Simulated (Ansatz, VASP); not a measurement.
PtSe2: VASP beside Ansatz

POSCAR

```
PtSe2
1.0
    3.6768221210      0.0000000000      0.0000000000
   -1.8384110605      3.1842213620      0.0000000000
    0.0000000000      0.0000000000      5.2038041547
Pt Se
1 2
Direct
    0.0000000000      0.0000000000      0.0000000000
    0.3333333333      0.6666666667      0.2538240282
    0.6666666667      0.3333333333      0.7461759718
```

File INCAR.step1:

```
PREC     = Accurate       # precision mode
ENCUT    = 520            # plane-wave cutoff, eV
ISMEAR   = -1             # smearing method
SIGMA    = 0.02           # smearing width, eV
LREAL    = F              # projectors in reciprocal space
LASPH    = T              # aspherical terms in the spheres
NELM     = 60             # most SCF steps
NBANDS   = 18             # bands
GGA      = PE             # functional
ALGO     = Normal         # electronic algorithm
EDIFF    = 1E-4           # SCF threshold, eV
LWAVE    = T              # write WAVECAR
LCHARG   = F              # write CHGCAR
```

Contents of INCAR.step2:

```
PREC     = Accurate       # precision mode
ENCUT    = 520            # plane-wave cutoff, eV
EDIFF    = 1E-6           # SCF threshold, eV
ISMEAR   = -1             # smearing method
SIGMA    = 0.02           # smearing width, eV
LREAL    = F              # projectors in reciprocal space
LASPH    = T              # aspherical terms in the spheres
NELM     = 60             # most SCF steps
ALGO     = Normal         # electronic algorithm
ISIF     = 2              # what is computed and relaxed
LWAVE    = F              # write WAVECAR
LCHARG   = F              # write CHGCAR
METAGGA  = R2SCAN         # meta-GGA
LMIXTAU  = T            
NBANDS   = 18             # bands
ISTART   = 1
```

File KPOINTS:

```
Automatic mesh
0
Gamma
  12 12 6
```

Input for Ansatz:

```yaml
crystal:
  lattice:
    - [3.676822121, 0.0, 0.0]
    - [-1.8384110605, 3.184221362, 0.0]
    - [0.0, 0.0, 5.2038041547]
  atoms:
    - { symbol: Pt, position: [0.0, 0.0, 0.0] }
    - { symbol: Se, position: [0.3333333333, 0.6666666667, 0.2538240282] }
    - { symbol: Se, position: [0.6666666667, 0.3333333333, 0.7461759718] }
kpoints:
  mp_grid: { grid: [12, 12, 6] }
  band_path:
    path:
      - [0.0, 0.0, 0.0]
      - [0.5, 0.0, 0.0]
      - [0.3333333333, 0.3333333333, 0.0]
      - [0.0, 0.0, 0.5]
      - [0.5, 0.0, 0.5]
      - [0.3333333333, 0.3333333333, 0.5]
      - [0.3, 0.3, 0.0]
      - [0.0, 0.25, 0.3333333333]
    npoints: 1
hamiltonian:
  xc: r2scan
scf:
  occupations: { method: fermi_dirac, width: 0.02 }
  n_extra_bands: 4
output:
  forces: true
  stress: true
  eigenvalues: true
```

Change from the starting cell: hydrostatic strain -1.4%.

Alike in both runs: task single point; functional r2SCAN; k mesh 12 × 12 × 6; occupations fermi-dirac, width 0.02 eV; no spin polarisation.

|  | VASP | Ansatz |
| --- | --- | --- |
| version | VASP 6.6.1 | Ansatz 0.2.0 |
| potentials or method | VASP PAW PBE potentials, release 64 (Pt, Se) | plane waves, PAW |
| plane-wave cutoff (eV) | 520 | 500 |
| valence electrons in the cell | 22 | 50 |

VASP gave:

- pressure (GPa): 4.7
- traceless stress, the component that is largest in VASP (GPa): -1.81
- rms of the force components (eV/Å): 0.008

Task: Estimate Ansatz's values.

Result: Pressure (GPa): 4.6; traceless stress, the component that is largest in VASP (GPa): -1.76; rms of the force components (eV/Å): 0.017.

VASP's potentials were made for PBE, not for r2SCAN. Atom by atom the forces differ by 0.008 eV/Å (rms over components). VASP's potentials hold 22 valence electrons a cell and Ansatz's 50, so a difference there can come from the potentials and not from the codes.

Spin-orbit coupling is off throughout.
